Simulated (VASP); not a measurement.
# MgO (Fm-3m) in VASP: notebook

MgO is run at these levels: PBE; tasks: single point.

Program: VASP 6.6.1. These are calculated values, not measurements. Logs are shortened: lines on timing, memory, paths and dates and some standing lists are left out, and cuts for length are marked.

**1. The cell of the first run**

The structure is cubic, space group Fm-3m (No. 225). Conventional cell: a = 4.204 Å, b = 4.204 Å, c = 4.204 Å, α = 90.00°, β = 90.00°, γ = 90.00°. Mg (site symmetry m-3m) has 6 O at 2.10 Å within 2.8 Å. Within 2.8 Å of O (site symmetry m-3m) lie 6 Mg at 2.10 Å.

**2. Single point, PBE**

Contents of INCAR:

```
SYSTEM = MgO
  ALGO = Normal
  EDIFF = 1E-6
  ENCUT = 840
  GGA = PE
  GGA_COMPAT = .FALSE.
  ISIF = 2
  ISMEAR = 1
  LASPH = .TRUE.
  LCHARG = .FALSE.
  LREAL = .FALSE.
  LWAVE = .FALSE.
  NBANDS = 15
  NELM = 120
  PREC = Accurate
  SIGMA = 0.5
```

Contents of KPOINTS:

```
k-points
0
G
  8 8 8
  0 0 0
```

Contents of POSCAR:

```
MgO
1.0
    0.0000000000      2.1021680256      2.1021680256
    2.1021680256      0.0000000000      2.1021680256
    2.1021680256      2.1021680256      0.0000000000
Mg O
1 1
Direct
    0.0000000000      0.0000000000      0.0000000000
    0.5000000000      0.5000000000      0.5000000000
```

Potentials or basis: VASP PAW PBE potentials, release 64 (Mg_sv, O).

Run with:

```console
$ cat potpaw_PBE.64/Mg_sv/POTCAR potpaw_PBE.64/O/POTCAR > POTCAR
$ mpirun -np 1 vasp_std > vasp.out
```

OUTCAR:

```text
SYSTEM = MgO
   EDIFF = 1E-6
   ENCUT = 840
   GGA = PE
   ISIF = 2
   ISMEAR = 1
   LASPH = .TRUE.
   LREAL = .FALSE.
   NELM = 120
   PREC = Accurate

 ion  position               nearest neighbor table
   1  0.000  0.000  0.000-   2 2.10   2 2.10   2 2.10   2 2.10   2 2.10   2 2.10
   2  0.500  0.500  0.500-   1 2.10   1 2.10   1 2.10   1 2.10   1 2.10   1 2.10

  LATTYP: Found a face centered cubic cell.
 ALAT       =     4.2043360512

  Lattice vectors:

 A1 = (   0.0000000000,   2.1021680256,   2.1021680256)
 A2 = (   2.1021680256,   0.0000000000,   2.1021680256)
 A3 = (   2.1021680256,   2.1021680256,   0.0000000000)

Analysis of symmetry for initial positions (statically):
=====================================================================
 Subroutine PRICEL returns:
 Original cell was already a primitive cell.

 Routine SETGRP: Setting up the symmetry group for a
 face centered cubic supercell.

 Subroutine GETGRP returns: Found 48 space group operations
 (whereof 48 operations were pure point group operations)
 out of a pool of 48 trial point group operations.

The static configuration has the point symmetry O_h .

Analysis of symmetry for dynamics (positions and initial velocities):
=====================================================================
 Subroutine PRICEL returns:
 Original cell was already a primitive cell.

 Routine SETGRP: Setting up the symmetry group for a
 face centered cubic supercell.

 Subroutine GETGRP returns: Found 48 space group operations
 (whereof 48 operations were pure point group operations)
 out of a pool of 48 trial point group operations.

The dynamic configuration has the point symmetry O_h .

 Subroutine INISYM returns: Found 48 space group operations
 (whereof 48 operations are pure point group operations),
 and found     1 'primitive' translations

----------------------------------------------------------------------------------------

                                     Primitive cell

  volume of cell :      18.5794

  direct lattice vectors                    reciprocal lattice vectors
     0.000000000  2.102168026  2.102168026    -0.237849684  0.237849684  0.237849684
     2.102168026  0.000000000  2.102168026     0.237849684 -0.237849684  0.237849684
     2.102168026  2.102168026  0.000000000     0.237849684  0.237849684 -0.237849684

  length of vectors
     2.972914532  2.972914532  2.972914532     0.411967737  0.411967737  0.411967737

  position of ions in fractional coordinates (direct lattice)
     0.000000000  0.000000000  0.000000000
     0.500000000  0.500000000  0.500000000

  ion indices of the primitive-cell ions
   primitive index   ion index
                 1           1
                 2           2

----------------------------------------------------------------------------------------

 KPOINTS: k-points

Automatic generation of k-mesh.
 Grid dimensions read from file:
 generate k-points for:    8    8    8

 Generating k-lattice:

  Cartesian coordinates                     Fractional coordinates (reciprocal lattice)
    -0.029731210  0.029731210  0.029731210     0.125000000  0.000000000  0.000000000
     0.029731210 -0.029731210  0.029731210     0.000000000  0.125000000  0.000000000
     0.029731210  0.029731210 -0.029731210     0.000000000  0.000000000  0.125000000

  Length of vectors
     0.051495967  0.051495967  0.051495967

  Shift w.r.t. Gamma in fractional coordinates (k-lattice)
     0.000000000  0.000000000  0.000000000

 Subroutine IBZKPT returns following result:
 ===========================================

 Found     29 irreducible k-points:

 Following reciprocal coordinates:
            Coordinates               Weight
  0.000000  0.000000  0.000000      1.000000
  0.125000  0.000000  0.000000      8.000000
  0.250000  0.000000  0.000000      8.000000
  0.375000  0.000000  0.000000      8.000000
  0.500000  0.000000  0.000000      4.000000
  0.125000  0.125000  0.000000      6.000000
[... 16 lines left out ...]
  0.500000  0.250000  0.125000     48.000000
 -0.375000  0.250000  0.125000     24.000000
 [... further k-points ...]
   k-points           NKPTS =     29   k-points in BZ     NKDIM =     29   number of bands    NBANDS=     15
   number of dos      NEDOS =    301   number of ions     NIONS =      2
   total plane-waves  NPLWV =  21952
   dimension x,y,z NGX =    28 NGY =   28 NGZ =   28
   dimension x,y,z NGXF=    56 NGYF=   56 NGZF=   56
   ions per type =               1   1
   NGX,Y,Z   is equivalent  to a cutoff of  15.66, 15.66, 15.66 a.u.
   NGXF,Y,Z  is equivalent  to a cutoff of  31.32, 31.32, 31.32 a.u.
 SYSTEM =  MgO
   PREC   = accura    normal or accurate (medium, high low for compatibility)
   ISTART =      0    job   : 0-new  1-cont  2-samecut
   ICHARG =      2    charge: 1-file 2-atom 10-const
   ISPIN  =      1    spin polarized calculation?
   LNONCOLLINEAR =      F non collinear calculations
   LSORBIT =      F    spin-orbit coupling
   LASPH  =      T    aspherical Exc in radial PAW
   ENCUT  =  840.0 eV  61.74 Ry    7.86 a.u.   7.03  7.03  7.03*2*pi/ulx,y,z
   NELM   =    120;   NELMIN=  2; NELMDL= -5     # of ELM steps
   EDIFF  = 0.1E-05   stopping-criterion for ELM
   LREAL  =      F    real-space projection
[... 7 lines left out ...]
   TEBEG  =    0.0;   TEEND  =   0.0 temperature during run
   PSTRESS=    0.0 pullay stress
   NELECT =      16.0000    total number of electrons
   NUPDOWN=      -1.0000    fix difference up-down
   EMIN   =  10.00;   EMAX   =-10.00  energy-range for DOS
   EFERMI =   0.00;   METHOD = LEGACY
   ISMEAR =     1;   SIGMA  =   0.50  broadening in eV -4-tet -1-fermi 0-gaus
   EFERMI_NEDOS =   21; number of points for ismear=-14 and -15
   IALGO  =     38    algorithm
   IMIX   =      4    mixing-type and parameters
     AMIX     =   0.40;   BMIX     =  1.00
     AMIX_MAG =   1.60;   BMIX_MAG =  1.00
  volume/ion in A,a.u.               =       9.29        62.69
  Fermi-wavevector in a.u.,A,eV,Ry     =   1.557534  2.943312 33.006518  2.425911
  Thomas-Fermi vector in A             =   2.661170
   LORBIT       =      0    0 simple, 1 ext, 2 COOP (PROOUT), +10 PAW based schemes
   GGA     = PE    functional components
   LHFCALC =     F    Hartree Fock is set to
   AEXX    =    0.0000 exact exchange contribution
   IVDW    =     0    specifies the selected vdW correction
   LEPSILON=     F    determine dielectric tensor
   LRPA    =     F    only Hartree local field effects (RPA)
 non-spin polarized calculation
 Methfessel and Paxton  Order N= 1 SIGMA  =   0.50
  energy-cutoff  :      840.00
  volume of cell :       18.58
 maximum number of plane-waves:      1036
   NGX = 13   NGY = 13   NGZ = 13

 number of electron      15.9999994 magnetization

 Free energy of the ion-electron system (eV)
  ---------------------------------------------------
  ext. energy  EPLUGINS =         0.00000000
  ---------------------------------------------------
  free energy    TOTEN  =       -11.86226881 eV

  energy without entropy =      -11.89012632  energy(sigma->0) =      -11.87155465

 E-fermi :   2.9944     XC(G=0): -11.4196

 val. band max:        2.9500825666   @ k =   0.0000   0.0000   0.0000
 cond. band min:       7.7466903551   @ k =   0.0000   0.0000   0.0000
 fundamental gap:      4.7966077884
 Fermi energy:         2.9944380048

 k-point     1 :       0.0000    0.0000    0.0000
  band No.  band energies     occupation
      1     -69.2924      2.00000
      2     -36.0169      2.00000
      3     -36.0169      2.00000
      4     -36.0169      2.00000
      5     -14.3255      2.00000
      6       2.9501      1.14950
      7       2.9501      1.14949
      8       2.9501      1.14949
      9       7.7467     -0.00000
     10      18.7918      0.00000
     11      18.7918      0.00000
     12      18.7918      0.00000
     13      22.7205      0.00000
     14      24.5066      0.00000
     15      24.5066      0.00000

 k-point     2 :       0.1250    0.0000    0.0000
  band No.  band energies     occupation
      1     -69.2915      2.00000
      2     -36.0302      2.00000
      3     -36.0183      2.00000
      4     -36.0183      2.00000
      5     -14.1563      2.00000
      6       1.9967      2.01622
      7       2.8457      1.47952
      8       2.8457      1.47952
      9       8.6584     -0.00000
     10      17.1110      0.00000
     11      19.1546      0.00000
     12      19.1546      0.00000
     13      23.5599      0.00000
     14      23.5599      0.00000
     15      24.9114      0.00000

 k-point     3 :       0.2500    0.0000    0.0000
  band No.  band energies     occupation
      1     -69.2885      2.00000
      2     -36.0618      2.00000
      3     -36.0216      2.00000
      4     -36.0216      2.00000
      5     -13.7173      2.00000
      6       0.2870      2.00000
      7       2.6053      1.96852
      8       2.6053      1.96852
      9      10.1024     -0.00000
     10      15.5713      0.00000
     11      19.6658      0.00000
     12      19.6658      0.00000
     13      23.1666      0.00000
     14      23.1666      0.00000
     15      25.0946      0.00000
[... 343 lines left out ...]
 k-point    23 :       0.5000    0.2500    0.1250
  band No.  band energies     occupation
      1     -69.2838      2.00000
      2     -36.0845      2.00000
      3     -36.0456      2.00000
      4     -36.0308      2.00000
      5     -13.0302      2.00000
      6      -0.7631      2.00000
      7       1.2222      2.00001
      8       2.0772      2.02629
      9      12.5034     -0.00000
     10      14.6522      0.00000
     11      16.9679      0.00000
     12      20.1868      0.00000
     13      22.7112      0.00000
     14      25.4448      0.00000
     15      29.1066      0.00000

 k-point    24 :      -0.3750    0.2500    0.1250
  band No.  band energies     occupation
      1     -69.2827      2.00000
      2     -36.0916      2.00000
      3     -36.0478      2.00000
      4     -36.0335      2.00000
      5     -12.8610      2.00000
      6      -1.0569      2.00000
      7       1.0140      2.00000
      8       1.9577      2.01252
      9      12.6715     -0.00000
     10      15.2126      0.00000
     11      16.5356      0.00000
     12      19.9413      0.00000
     13      23.5562      0.00000
     14      25.1225      0.00000
     15      29.2383      0.00000

 [... further k-points ...]

------------------------ aborting loop because EDIFF is reached ----------------------------------------

  FORCE on cell =-STRESS in cart. coord.  units (eV):
  Direction    XX          YY          ZZ          XY          YZ          ZX
  --------------------------------------------------------------------------------------
  -------------------------------------------------------------------------------------
  Total        0.6387359      0.6387359      0.6387359      0.0000000      0.0000000     -0.0000000
  in kB       55.0807227     55.0807227     55.0807227      0.0000000      0.0000000     -0.0000000
  external PRESSURE =      55.0807227 kB  Pullay stress =       0.0000000 kB

 VOLUME and BASIS-vectors are now :
 -----------------------------------------------------------------------------
  energy-cutoff  :      840.00
  volume of cell :       18.58
      direct lattice vectors                 reciprocal lattice vectors
     0.000000000  2.102168026  2.102168026    -0.237849684  0.237849684  0.237849684
     2.102168026  0.000000000  2.102168026     0.237849684 -0.237849684  0.237849684
     2.102168026  2.102168026  0.000000000     0.237849684  0.237849684 -0.237849684

 POSITION                                       TOTAL-FORCE (eV/Angst)
 -----------------------------------------------------------------------------------
      0.00000      0.00000      0.00000         0.000000      0.000000      0.000000
      2.10217      2.10217      2.10217         0.000000      0.000000      0.000000
 -----------------------------------------------------------------------------------
    total drift:                                0.000000      0.000000      0.000000

  FREE ENERGIE OF THE ION-ELECTRON SYSTEM (eV)
  ---------------------------------------------------
  free  energy   TOTEN  =       -11.8622688136 eV

  energy  without entropy=      -11.8901263183  energy(sigma->0) =      -11.87155465
```

Run time: 14 s. Hardware: 1 thread of AMD EPYC 7R43 (Zen 3), shared host; peak memory 0.12 GiB.

Results:

* Free energy: -11.8623 eV
* Pressure: 5.5 GPa
* Band gap on the k mesh: 4.80 eV

Caveat: the cell stands under pressure; so wide a smearing shifts energies and pressures. Expect the measured gap to be larger: semilocal functionals such as PBE lack the derivative discontinuity.

**3. Single point, PBE**

Contents of INCAR:

```
SYSTEM = MgO
  PREC = Accurate
  ENCUT = 840
  EDIFF = 1E-6
  ISMEAR = -1
  SIGMA = 0.2
  LREAL = .False.
  LASPH = .True.
  NELM = 120
  ALGO = Normal
  ISIF = 2
  LWAVE = .False.
  LCHARG = .False.
  GGA = PE
  NBANDS = 15
  GGA_COMPAT = .False.
```

Contents of KPOINTS:

```
Automatic mesh
0
Gamma
  8 8 8
  0 0 0
```

POSCAR is that of step 2.

Potentials or basis: VASP PAW PBE potentials, release 64 (Mg_sv, O).

Run with:

```console
$ cat potpaw_PBE.64/Mg_sv/POTCAR potpaw_PBE.64/O/POTCAR > POTCAR
$ mpirun -np 1 vasp_std > vasp.out
```

Run time: 11 s. Hardware: 1 thread of Intel Xeon Platinum 8488C (Sapphire Rapids), shared host; peak memory 0.15 GiB.

It converged, with:

```yaml
Free_energy: -11.8711 eV
Pressure: 5.7 GPa
Band_gap_on_the_k_mesh: 4.79 eV
```

Levels at points of the mesh, in eV from the valence-band top:
```csv
k point,band 4,band 5,band 6,band 7,band 8,band 9,band 10,band 11,band 12,band 13
"(0.00, 0.00, 0.00)",-38.97,-17.28,0.00,0.00,0.00,4.79,15.84,15.84,15.84,19.76
"(0.50, 0.00, 0.00)",-38.98,-15.95,-4.63,-0.66,-0.66,7.94,12.68,16.39,16.39,21.04
"(0.50, 0.50, 0.00)",-39.00,-15.73,-4.08,-1.35,-1.35,9.13,10.06,13.16,19.08,19.08
```

Caveat: the cell stands under pressure. As with any semilocal functional, this PBE gap is likely too small.
